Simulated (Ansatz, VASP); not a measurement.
InGaAs2 in VASP and in Ansatz

```xyz
4
Lattice="3.9456 0.0000 0.0000 0.0000 3.9456 0.0000 0.0000 0.0000 5.7742" Properties=species:S:1:pos:R:3 pbc="T T T"
In    0.0000    0.0000    2.8871
Ga    1.9728    1.9728    0.0000
As    1.9728    0.0000    4.4455
As    0.0000    1.9728    1.3287
```

Change from the starting cell: strain -0.050 along x and y, -0.025 along z, atoms carried along.

Alike in both runs: task single point; functional r2SCAN; k mesh 8 × 8 × 6; occupations gaussian, width 0.03 eV; no spin polarisation.

|  | VASP | Ansatz |
| --- | --- | --- |
| version | VASP 6.6.1 | Ansatz 0.2.0 |
| potentials or method | VASP PAW PBE potentials, release 64 (In_d, Ga_d, As), cutoff 520 eV | scalar-relativistic, plane waves, PAW |
| valence electrons in the cell | 36 | 56 |

Ansatz gave:

| Quantity | Value |
| --- | --- |
| gap on the k mesh at the Fermi level (eV) | 1.05 |
| least direct gap on the mesh (eV) | 1.05 |
| pressure (GPa) | 10.9 |
| traceless stress, the component that is largest in VASP (GPa) | -0.72 |
| rms of the force components (eV/Å) | 0.059 |

Question: Estimate VASP's values.

Answer: gap on the k mesh at the Fermi level (eV): 1.04; least direct gap on the mesh (eV): 1.04; pressure (GPa): 11.0; traceless stress, the component that is largest in VASP (GPa): -0.70; rms of the force components (eV/Å): 0.055.

VASP's potentials were made for PBE, not for r2SCAN. Atom by atom the forces differ by 0.004 eV/Å (rms over components). With one functional, cell and mesh, what is left measures potentials, basis and numerics. VASP's potentials hold 36 valence electrons a cell and Ansatz's 56, so a difference there can come from the potentials and not from the codes.
